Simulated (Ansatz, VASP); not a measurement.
**One calculation of As, two programs**

```xyz
2
Lattice="3.5749 0.0000 0.0000 -1.7875 3.0960 0.0000 0.0000 0.0000 26.4156" Properties=species:S:1:pos:R:3 pbc="T T T"
As    0.0000    2.0640    8.4694
As    1.7875    1.0320    9.8384
```

Alike in both runs: task single point; functional r2SCAN; k mesh 6 × 6 × 1; no spin polarisation.

|  | VASP | Ansatz |
| --- | --- | --- |
| version | VASP 6.6.1 | Ansatz 0.2.0 |
| potentials or method | VASP PAW PBE potentials, release 64 (As) | plane waves, PAW |
| plane-wave cutoff (eV) | 520 | 500 |
| occupations | gaussian, width 0.01 eV | fixed |
| valence electrons in the cell | 10 | 30 |

Ansatz gave:

- gap on the k mesh at the Fermi level (eV): 1.98

Which values does VASP return?

gap on the k mesh at the Fermi level (eV): 1.99.

VASP's potentials were made for PBE, not for r2SCAN. VASP's potentials hold 10 valence electrons a cell and Ansatz's 30, so a difference there can come from the potentials and not from the codes.
